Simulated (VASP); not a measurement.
# Au: single point with PBEsol

Crystal: Au.

```
CELL_PARAMETERS angstrom
-1.70699 1.70699 1.60755
1.70699 -1.70699 1.60755
1.70699 1.70699 -1.60755
ATOMIC_POSITIONS crystal
Au 0.00000 0.00000 0.00000
```

This cell differs from its parent crystal: strain +0.030 along x and y, -0.030 along z.

```yaml
Program: VASP 6.6.1
Task: single point
Functional: PBEsol
Potentials_or_basis: VASP PAW PBE potentials, release 64 (Au)
Cutoff: 520 eV
k_mesh: 20 × 20 × 20
Occupations: gaussian, width 0.15 eV
Spin: no spin polarisation
Dipole_correction: no
Further_INCAR_settings: ALGO = Normal; EDIFF = 1e-07; NBANDS = 12
```

```json
{
  "Pressure": "-12.5 GPa"
}
```

Stress tensor (GPa, compression positive):
```
-12.27   0.00   0.00
  0.00 -12.27   0.00
  0.00   0.00 -13.06
```

Levels at points of the mesh, in eV from the Fermi level:
| k point | band 3 | band 4 | band 5 | band 6 | band 7 | band 8 | band 9 | band 10 |
| --- | --- | --- | --- | --- | --- | --- | --- | --- |
| (0.00, 0.00, 0.00) | -4.27 | -4.27 | -2.97 | -2.55 | 16.04 | 16.04 | 17.13 | 22.08 |
| (0.50, 0.00, 0.00) | -2.84 | -2.39 | -1.43 | -0.22 | 3.15 | 11.94 | 12.76 | 19.85 |
| (0.50, 0.50, 0.00) | -3.16 | -2.69 | -1.49 | -0.55 | 2.69 | 12.83 | 14.08 | 21.48 |
| (0.50, 0.50, 0.50) | -1.80 | -1.80 | -1.68 | 5.57 | 5.57 | 7.25 | 8.42 | 14.38 |

Wall time 56 s on 1 thread of Intel Xeon 6975P-C (shared host), peak memory 0.26 GiB.

Caveat: the cell differs from its parent crystal (strain +0.030 along x and y, -0.030 along z); the PAW data sets were made with another functional, which shifts forces and pressure a little; spin-orbit coupling is left out, which moves the levels of the heavy elements.
